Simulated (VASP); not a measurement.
CdS (Greenockite), 4 atoms in the cell. Symmetry: P6_3mc, No. 186, hexagonal system. The conventional cell has a = 4.165 Å, b = 4.165 Å, c = 6.766 Å, α = 90.00°, β = 90.00°, γ = 120.00°. Cd (site symmetry 3m) has 4 S at 2.54 to 2.55 Å within 3.4 Å. Within 3.4 Å of S (site symmetry 3m) lie 4 Cd at 2.54 to 2.55 Å. 

```yaml
Program: VASP 6.6.1
Task: single point
Functional: r2SCAN
Potentials_or_basis: VASP PAW PBE potentials, release 64 (Cd, S)
Cutoff: 520 eV
k_mesh: 12 × 12 × 4
Occupations: gaussian, width 0.01 eV
Spin: no spin polarisation
Dipole_correction: no
Further_INCAR_settings: ALGO = Normal; EDIFF = 1e-06; NBANDS = 26
```

Potentials or basis: VASP PAW PBE potentials, release 64 (Cd, S).

Command:

```sh
$ cat potpaw_PBE.64/Cd/POTCAR potpaw_PBE.64/S/POTCAR > POTCAR
$ cp INCAR.step1 INCAR
$ mpirun -np 1 vasp_std > vasp.out
$ cp INCAR.step2 INCAR
$ mpirun -np 1 vasp_std > vasp.out
```

Hardware: 1 thread of Intel(R) Xeon(R) 6975P-C (Granite Rapids), on a shared host.

Estimate the wall time of this run.

It took 3.1 min on 1 thread of Intel(R) Xeon(R) 6975P-C (Granite Rapids) (shared host), peak memory 0.31 GiB. Counts: k points 57.
